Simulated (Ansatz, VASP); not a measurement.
Two plane-wave programs on BP

```
CELL_PARAMETERS angstrom
0.00000 2.26900 2.20093
2.26900 0.00000 2.20093
2.26900 2.26900 0.00000
ATOMIC_POSITIONS crystal
B 0.00000 0.00000 0.00000
P 0.25000 0.25000 0.25000
```

Change from the starting cell: z stretched by -3 %, ions relaxed.

Alike in both runs: functional PBE; k mesh 16 × 16 × 16; occupations fermi-dirac, width 0.02 eV; no spin polarisation.

Ansatz relaxed the structure, and its values are those at the end. VASP's run is a single point on that final structure, the one shown.

|  | VASP | Ansatz |
| --- | --- | --- |
| version | VASP 6.6.1 | Ansatz 0.2.0 |
| potentials or method | VASP PAW PBE potentials, release 64 (B, P) | plane-wave PAW, scalar-relativistic |
| plane-wave cutoff (eV) | 520 | 420 |
| valence electrons in the cell | 8 | 8 |

|  | VASP | Ansatz | Ansatz less VASP |
| --- | --- | --- | --- |
| gap on the k mesh at the Fermi level (eV) | 0.75 | 0.75 | +0.005 |
| pressure (GPa) | 6.2 | 6.5 | +0.26 |

Ansatz's warnings: stress scf threshold loose.
